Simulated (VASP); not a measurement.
Wanted: the native input for a VASP 6.6.1 run.

```yaml
Task: single point
Functional: PBE
Potentials_or_basis: VASP PAW PBE potentials, release 64 (Bi_d)
Cutoff: 520 eV
k_mesh: 12 × 12 × 6
Occupations: fermi-dirac, width 0.1 eV
Spin: no spin polarisation
Dipole_correction: no
Further_INCAR_settings: ALGO = Normal; EDIFF = 1e-07; NBANDS = 22
```

The structure of Bi lies in POSCAR:

```
Bi
1.0
    3.4448277749      0.0000000000      0.0000000000
   -1.7224138875      2.9833083647      0.0000000000
    0.0000000000      0.0000000000      5.6631149106
Bi
2
Direct
    0.3333333333      0.6666666667      0.2500000000
    0.6666666667      0.3333333333      0.7500000000
```

This cell differs from its parent crystal: volume scaled by 0.92.

The input as run:

INCAR

```
  PREC = Accurate
  ENCUT = 520
  EDIFF = 1E-7
  ISMEAR = -1
  SIGMA = 0.1
  LREAL = F
  LASPH = T
  NELM = 100
  ALGO = Normal
  ISIF = 2
  LWAVE = F
  LCHARG = F
  GGA = PE
  NBANDS = 22
```

KPOINTS

```
regular mesh
0
Gamma
  12 12 6
```

Potentials or basis: VASP PAW PBE potentials, release 64 (Bi_d).

The run is started by

```sh
$ cat potpaw_PBE.64/Bi_d/POTCAR > POTCAR
$ mpirun -np 1 vasp_std > vasp.out
```

Results of the run:

```yaml
Pressure: 5.1 GPa
Band_gap_on_the_k_mesh: zero (band 15 reaches 13.38 eV, above the bottom of band 16 at 5.81 eV)
```

Caveat: spin-orbit coupling is left out, which moves the levels of the heavy elements.

Run time: 39 s on 1 thread of Intel(R) Xeon(R) Platinum 8488C (Sapphire Rapids), with other jobs on the host, peak memory 0.21 GiB.
